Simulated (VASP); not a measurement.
Sb: single point with LDA

The system is Sb.

```
Sb
1.0
     3.34400    0.00000    0.00000
    -1.67200    2.89599    0.00000
     0.00000    0.00000    5.28741
Sb
2
Cartesian
  1.6720 0.9653 3.9656
  0.0000 1.9307 1.3219
```

```
Program             : VASP 6.6.1
Task                : single point
Functional          : LDA
Potentials or basis : VASP PAW LDA potentials, release 64 (Sb)
Cutoff              : 520 eV
k mesh              : 9 × 9 × 5
Occupations         : fermi-dirac, width 0.05 eV
Spin                : no spin polarisation
```

```
Pressure               : 0.1 GPa
Band gap on the k mesh : zero (band 5 reaches 13.08 eV, above the bottom of band 6 at 6.25 eV)
```

Levels at points of the mesh, in eV from the Fermi level:
| k point | band 3 | band 4 | band 5 | band 6 | band 7 | band 8 |
| --- | --- | --- | --- | --- | --- | --- |
| (0.00, 0.00, 0.00) | -6.01 | 3.42 | 3.42 | 5.26 | 5.26 | 6.23 |

It took 10 s on 1 thread of Intel(R) Xeon(R) Platinum 8559C (Emerald Rapids) (shared host), peak memory 0.15 GiB.

Caveat: spin-orbit coupling is left out, which moves the levels of the heavy elements.
